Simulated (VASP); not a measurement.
Input of a VASP 6.6.1 run:

File INCAR:

```
PREC = Accurate
ENCUT = 600
EDIFF = 1E-7
ISMEAR = 0
SIGMA = 0.15
LREAL = False
LASPH = True
NELM = 120
ALGO = Normal
ISIF = 3
LWAVE = False
LCHARG = False
GGA = PE
IBRION = 2
NSW = 36
EDIFFG = -0.08
GGA_COMPAT = False
NELMIN = 4
```

KPOINTS

```
regular mesh
0
Gamma
  3 3 3
```

Contents of POSCAR:

```
BeTeS4
1.0
   -2.8761333700      2.8761333700      3.9249060900
    2.8761333700     -2.8761333700      3.9249060900
    2.8761333700      2.8761333700     -3.9249060900
Be Te S
1 1 4
Direct
    0.0000000000      0.0000000000      0.0000000000
    0.5000000000      0.5000000000      0.0000000000
    0.7045722600      0.7045722600      0.6626581000
    0.9580858300      0.2954277400      0.0000000000
    0.0419141700      0.0419141700      0.3373419000
    0.2954277400      0.9580858300      0.0000000000
```

Potentials or basis: VASP PAW PBE potentials, release 64 (Be, Te, S).

Run with:

```bash
$ cat potpaw_PBE.64/Be/POTCAR potpaw_PBE.64/Te/POTCAR potpaw_PBE.64/S/POTCAR > POTCAR
$ mpirun -np 1 vasp_std > vasp.out
```

Predict the relaxed volume.

20.08 Å³/atom.

Predict the space group after relaxing (to 0.1 Å).

I-42m (No. 121).

What does it give for the band gap on the k mesh?

Zero (bands 16 and 17 overlap by 0.42 eV).

Predict the relaxed cell.

a = 5.431 Å, b = 5.431 Å, c = 5.431 Å, α = 114.77°, β = 114.77°, γ = 99.32°.

Step by step:
```tsv
step	energy change (eV)	largest force (eV/Å)	pressure (GPa)	volume (Å³)
1	0.0000	7.3852	14.36	129.87
2	-2.5560	0.5837	-9.66	169.86
3	-3.4080	0.8201	-5.41	152.16
4	-3.4097	0.8799	-5.22	151.68
5	-3.9852	0.8281	-3.37	138.09
6	-4.3324	0.7018	1.93	121.17
7	-4.4496	0.3185	0.32	121.60
8	-4.4585	0.3711	-0.20	121.76
9	-4.5085	0.3496	-0.40	121.30
10	-4.6054	0.2599	-0.19	119.69
11	-4.6141	0.2074	0.37	118.87
12	-4.6354	0.0544	-0.26	120.47
```

Caveat: the k points lie up to 0.47 Å⁻¹ apart in the final cell; semilocal functionals underestimate gaps, so a narrow gap can read as zero; spin-orbit coupling is left out, which moves the levels of the heavy elements; the relaxation stopped at a loose force limit of 0.08 eV/Å, so its end isn't a converged minimum.
